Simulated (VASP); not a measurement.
# TiSi4Ni3 (P1) in VASP: relaxation of cell and atoms with PBE

Aim: the relaxation of cell and atoms of TiSi4Ni3 with PBE.

All numbers are computed with VASP 6.6.1; they aren't measurements. Logs are shortened: lines on timing, memory, paths and dates and some standing lists are left out, and cuts for length are marked.

### Step 1. The cell of the first run

The typed cell holds 8 atoms: a = 3.761 Å, b = 4.704 Å, c = 5.759 Å, α = 89.08°, β = 89.74°, γ = 89.44°.

### Step 2. Relaxation of cell and atoms, PBE

INCAR reads:

```
SYSTEM = TiSi4Ni3
PREC     = Accurate       ! precision mode
ENCUT    = 600            ! plane-wave cutoff, eV
EDIFF    = 1E-7           ! SCF threshold, eV
ISMEAR   = 0              ! smearing method
SIGMA    = 0.2            ! smearing width, eV
LREAL    = .False.        ! projectors in reciprocal space
LASPH    = .True.         ! aspherical terms in the spheres
NELM     = 80             ! most SCF steps
ALGO     = Normal         ! electronic algorithm
ISIF     = 3              ! what is computed and relaxed
LWAVE    = .False.        ! write WAVECAR
LCHARG   = .False.        ! write CHGCAR
GGA      = PE             ! functional
IBRION   = 2              ! ionic algorithm
NSW      = 80             ! ionic steps
EDIFFG   = -0.025         ! ionic threshold
```

KPOINTS reads:

```
regular mesh
0
Gamma
  6 6 4
  0 0 0
```

POSCAR reads:

```
TiSi4Ni3
1.0
   -3.7604656475     -0.0083288745     -0.0182643242
   -0.0232969568     -0.0379376129     -4.7038983728
   -0.0129830635     -5.7586980541     -0.0463623327
Ti Si Ni
1 4 3
Direct
    0.5078854345      0.4282634334      0.0026904099
   -0.0104457004      0.4092833655      0.3208573305
    0.9911758651      0.3657618628      0.6540244244
    0.4794964286      0.9525436175      0.7732035276
    0.5123664251      0.9144718410      0.2691303711
    0.0277403400      0.9120697816      0.4852051952
    0.4882711964      0.5737675629      0.5149686277
    0.0035100108      1.0378385352     -0.0200798863
```

Potentials or basis: VASP PAW PBE potentials, release 64 (Ti_sv, Si, Ni).

Launch:

```sh
$ cat potpaw_PBE.64/Ti_sv/POTCAR potpaw_PBE.64/Si/POTCAR potpaw_PBE.64/Ni/POTCAR > POTCAR
$ mpirun -np 1 vasp_std > vasp.out
```

OUTCAR:

```text
SYSTEM = TiSi4Ni3
   PREC = Accurate
   ENCUT = 600
   EDIFF = 1E-7
   ISMEAR = 0
   LREAL = .False.
   LASPH = .True.
   NELM = 80
   ISIF = 3
   GGA = PE
   IBRION = 2
   NSW = 80
   EDIFFG = -0.025

 ion  position               nearest neighbor table
   1  0.508  0.428  0.003-   2 2.58   8 2.61   4 2.62   8 2.66   2 2.67   3 2.72   5 2.77   4 2.78
                             3 2.82   5 2.84   7 2.88
   2  0.990  0.409  0.321-   3 1.93   7 2.32   7 2.33   6 2.51   6 2.57   1 2.58   8 2.65   1 2.67
                             5 2.97   5 2.98   5 3.05   5 3.11
   3  0.991  0.366  0.654-   2 1.93   7 2.26   7 2.26   6 2.36   8 2.41   1 2.72   6 2.74   4 2.74
                             1 2.82   4 2.82
   4  0.479  0.953  0.773-   8 2.18   7 2.34   8 2.35   6 2.39   1 2.62   6 2.65   3 2.74   1 2.78
                             3 2.82   5 2.86   5 2.91
   5  0.512  0.914  0.269-   7 2.12   6 2.20   6 2.31   8 2.55   8 2.60   1 2.77   1 2.84   4 2.86
                             4 2.91   2 2.97   2 2.98   2 3.05   2 3.11
   6  0.028  0.912  0.485-   5 2.20   5 2.31   7 2.35   3 2.36   4 2.39   2 2.51   2 2.57   7 2.59
                             4 2.65   3 2.74   8 2.92   8 2.96
   7  0.488  0.574  0.515-   5 2.12   3 2.26   3 2.26   2 2.32   2 2.33   4 2.34   6 2.35   6 2.59
                             1 2.88
   8  0.004  0.038  0.980-   4 2.18   4 2.35   3 2.41   5 2.55   5 2.60   1 2.61   2 2.65   1 2.66
                             6 2.92   6 2.96

  LATTYP: Found a triclinic cell.
 ALAT       =     6.8921470802
 B/A-ratio  =     1.7949370208
 C/A-ratio  =     0.5456237630
 COS(alpha) =     0.0004606134
 COS(beta)  =     0.5493907365
 COS(gamma) =     0.7730758444

  Lattice vectors:

 A1 = (  -3.7734487110,  -5.7670269286,  -0.0646266569)
 A2 = (  -0.0026691702, -11.4794584953,   4.6111737074)
 A3 = (  -3.7604656475,  -0.0083288745,  -0.0182643242)

Analysis of symmetry for initial positions (statically):
=====================================================================
 Subroutine PRICEL returns:
 Original cell was already a primitive cell.

 Routine SETGRP: Setting up the symmetry group for a
 triclinic supercell.

 Subroutine GETGRP returns: Found  1 space group operations
 (whereof  1 operations were pure point group operations)
 out of a pool of  2 trial point group operations.

The static configuration has the point symmetry C_1 .

Analysis of symmetry for dynamics (positions and initial velocities):
=====================================================================
 Subroutine PRICEL returns:
 Original cell was already a primitive cell.

 Routine SETGRP: Setting up the symmetry group for a
 triclinic supercell.

 Subroutine GETGRP returns: Found  1 space group operations
 (whereof  1 operations were pure point group operations)
 out of a pool of  2 trial point group operations.

[... 134 lines left out ...]
  Fermi-wavevector in a.u.,A,eV,Ry     =   1.356927  2.564220 25.051736  1.841251
  Thomas-Fermi vector in A             =   2.483889
   LORBIT       =      0    0 simple, 1 ext, 2 COOP (PROOUT), +10 PAW based schemes
   GGA     = PE    functional components
   LHFCALC =     F    Hartree Fock is set to
   AEXX    =    0.0000 exact exchange contribution
   IVDW    =     0    specifies the selected vdW correction
   LEPSILON=     F    determine dielectric tensor
   LRPA    =     F    only Hartree local field effects (RPA)
 conjugate gradient relaxation of ions
 non-spin polarized calculation
 Gauss-broadening in eV      SIGMA  =   0.20
  energy-cutoff  :      600.00
  volume of cell :      101.86
 maximum number of plane-waves:      3420
   NGX = 15   NGY = 19   NGZ = 23

--------------------------------------- Ionic step        1  -------------------------------------------

 number of electron      57.9999991 magnetization

 Free energy of the ion-electron system (eV)
  ---------------------------------------------------
  ext. energy  EPLUGINS =         0.00000000
  ---------------------------------------------------
  free energy    TOTEN  =       -46.48979913 eV

  energy without entropy =      -46.37552258  energy(sigma->0) =      -46.43266085

------------------------ aborting loop because EDIFF is reached ----------------------------------------

  FORCE on cell =-STRESS in cart. coord.  units (eV):
  Direction    XX          YY          ZZ          XY          YZ          ZX
  --------------------------------------------------------------------------------------
  -------------------------------------------------------------------------------------
  Total        6.9133640     15.6007569      5.0499747     -0.9962537     -2.0752364     -1.6240053
  in kB      108.7468985    245.3991923     79.4358713    -15.6710256    -32.6433740    -25.5455292
  external PRESSURE =     144.5273207 kB  Pullay stress =       0.0000000 kB
[... 107 lines left out ...]
  FREE ENERGIE OF THE ION-ELECTRON SYSTEM (eV)
  ---------------------------------------------------
  free  energy   TOTEN  =       -48.3063668807 eV

  energy  without entropy=      -48.2077279582  energy(sigma->0) =      -48.25704742

 E-fermi :   9.9700     XC(G=0): -11.9412

 val. band max:        9.9612107808   @ k =  -0.1667   0.1667   0.2500
 cond. band min:       9.9718153312   @ k =   0.1667   0.0000   0.0000
 fundamental gap:      0.0106045503
 Fermi energy:         9.9700238817

 k-point     1 :       0.0000    0.0000    0.0000
  band No.  band energies     occupation
      1     -46.6979      2.00000
      2     -23.0329      2.00000
      3     -23.0207      2.00000
      4     -22.9615      2.00000
      5      -2.6105      2.00000
      6       0.9751      2.00000
[... 877 lines left out ...]
     33      11.1132      0.00000
     34      11.6160      0.00000

 [... further k-points ...]

[... ionic steps 4 to 22 ...]

--------------------------------------- Ionic step       23  -------------------------------------------

 number of electron      57.9999985 magnetization

------------------------ aborting loop because EDIFF is reached ----------------------------------------
[... 79 lines left out ...]
--------------------------------------- Ionic step       25  -------------------------------------------

 number of electron      57.9999987 magnetization

 Free energy of the ion-electron system (eV)
  ---------------------------------------------------
  ext. energy  EPLUGINS =         0.00000000
  ---------------------------------------------------
  free energy    TOTEN  =       -49.03899051 eV

  energy without entropy =      -48.96559480  energy(sigma->0) =      -49.00229266

 E-fermi :  10.2360     XC(G=0): -12.0410

 val. band max:       10.2308073644   @ k =   0.3333   0.0000   0.2500
 cond. band min:      10.2446002293   @ k =  -0.3333   0.3333   0.5000
 fundamental gap:      0.0137928649
 Fermi energy:        10.2360163349

 k-point     1 :       0.0000    0.0000    0.0000
  band No.  band energies     occupation
      1     -46.4407      2.00000
      2     -22.7964      2.00000
      3     -22.7571      2.00000
      4     -22.6798      2.00000
      5      -2.5767      2.00000
      6       1.0167      2.00000
[... 914 lines left out ...]
  FREE ENERGIE OF THE ION-ELECTRON SYSTEM (eV)
  ---------------------------------------------------
  free  energy   TOTEN  =       -49.0389905120 eV

  energy  without entropy=      -48.9655948013  energy(sigma->0) =      -49.00229266

 reached required accuracy - stopping structural energy minimisation
```

Wall time 60 min (1 thread of Intel Xeon 6975P-C (Granite Rapids), shared host); peak memory 0.45 GiB.

What came out:

* Free energy: -49.0390 eV
* Relaxed volume: 12.82 Å³/atom
* Relaxed cell: a = 3.746 Å, b = 4.714 Å, c = 5.807 Å, α = 90.22°, β = 90.01°, γ = 90.00°
* Space group after relaxing (to 0.1 Å): Pmm2 (No. 25)
* Energy gained by relaxing: 318.6 meV/atom
* Ionic steps: 25
* Pressure after relaxing: 0.1 GPa
* Largest force after relaxing: 0.022 eV/Å
* Band gap on the k mesh: zero (bands 29 and 30 overlap by 1.21 eV)

Forces in eV/Å, atoms in the order of the input:
```
Ti  -0.002 -0.001 -0.006
Si   0.007  0.011  0.007
Si   0.007  0.009 -0.001
Si   0.007 -0.003 -0.009
Si  -0.001  0.011  0.006
Ni  -0.007 -0.020 -0.006
Ni  -0.004 -0.005 -0.007
Ni  -0.006 -0.003  0.015
```

The path:
| step | energy change (eV) | largest force (eV/Å) | pressure (GPa) | volume (Å³) |
| --- | --- | --- | --- | --- |
| 1 | 0.0000 | 9.3990 | 14.45 | 101.86 |
| 2 | -0.6251 | 2.1150 | -13.50 | 119.59 |
| 3 | -1.8166 | 1.3230 | -5.50 | 109.47 |
| 4 | -1.8238 | 1.3840 | -5.02 | 109.13 |
| 5 | -1.8273 | 1.4758 | -4.26 | 108.63 |
| 6 | -2.1964 | 1.0981 | -0.44 | 104.46 |
| 7 | -2.3080 | 0.8983 | 4.51 | 100.81 |
| 8 | -2.4426 | 0.5691 | -0.51 | 103.59 |
| 9 | -2.4427 | 0.5677 | -0.63 | 103.68 |
| 10 | -2.5002 | 0.3412 | -0.29 | 103.37 |
| 11 | -2.5171 | 0.3623 | 0.20 | 103.09 |
| 12 | -2.5358 | 0.1505 | -0.25 | 103.28 |
| 13 | -2.5385 | 0.1350 | -0.46 | 103.38 |
| 14 | -2.5425 | 0.1173 | 0.52 | 102.68 |
| 15 | -2.5426 | 0.1163 | 0.62 | 102.60 |
| 16 | -2.5457 | 0.0651 | 0.17 | 102.81 |
| 17 | -2.5463 | 0.0674 | -0.17 | 102.97 |
| 18 | -2.5473 | 0.0391 | -0.06 | 102.84 |
| 19 | -2.5478 | 0.0409 | 0.09 | 102.68 |
| 20 | -2.5485 | 0.0294 | -0.07 | 102.73 |
| 21 | -2.5486 | 0.0349 | -0.26 | 102.80 |
| 22 | -2.5487 | 0.0330 | -0.22 | 102.78 |
| 23 | -2.5489 | 0.0325 | 0.20 | 102.47 |
| 24 | -2.5489 | 0.0325 | 0.11 | 102.55 |
| 25 | -2.5492 | 0.0224 | 0.07 | 102.54 |

Final structure:
```yaml
crystal:
  lattice:
    - [-3.74576, 0.00006, 0.00080]
    - [-0.00079, 0.00888, -4.71415]
    - [0.00085, -5.80704, 0.01174]
  atoms:
    - { symbol: Ti, position: [0.50022, 0.47296, 0.00010] }
    - { symbol: Si, position: [0.00031, 0.36304, 0.29383] }
    - { symbol: Si, position: [0.00034, 0.35988, 0.70723] }
    - { symbol: Si, position: [0.50003, 0.95303, 0.76001] }
    - { symbol: Si, position: [0.49982, 0.95583, 0.24084] }
    - { symbol: Ni, position: [0.99958, 0.92466, 0.49703] }
    - { symbol: Ni, position: [0.49992, 0.56618, 0.50017] }
    - { symbol: Ni, position: [0.99978, 0.99841, 0.00079] }
```

Spin polarisation is off, so any magnetic state and its effect on volume and gap are missing.
